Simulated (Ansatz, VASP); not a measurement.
Cd2As: VASP beside Ansatz

```
CELL_PARAMETERS angstrom
0.00000 3.37016 3.37016
3.37016 0.00000 3.37016
3.37016 3.37016 0.00000
ATOMIC_POSITIONS crystal
Cd 0.25000 0.25000 0.25000
Cd 0.75000 0.75000 0.75000
As 0.00000 0.00000 0.00000
```

Alike in both runs: functional PBE; k mesh 12 × 12 × 12; occupations gaussian, width 0.1 eV; no spin polarisation.

Ansatz relaxed the structure, and its values are those at the end. VASP's run is a single point on that final structure, the one shown.

|  | VASP | Ansatz |
| --- | --- | --- |
| version | VASP 6.6.1 | Ansatz 0.2.0 |
| potentials or method | VASP PAW PBE potentials, release 64 (Cd, As), cutoff 520 eV | scalar-relativistic, plane waves, PAW |
| valence electrons in the cell | 29 | 55 |

|  | VASP | Ansatz | Ansatz less VASP |
| --- | --- | --- | --- |
| gap on the k mesh at the Fermi level (eV) | none | none | - |
| pressure (GPa) | 0.3 | 0.0 | -0.25 |

A gap of «none» marks a metal or a gap that the smearing closes. The functional is the same, so the differences come from potentials, cutoffs and numerics. VASP's potentials hold 29 valence electrons a cell and Ansatz's 55, so a difference there can come from the potentials and not from the codes.
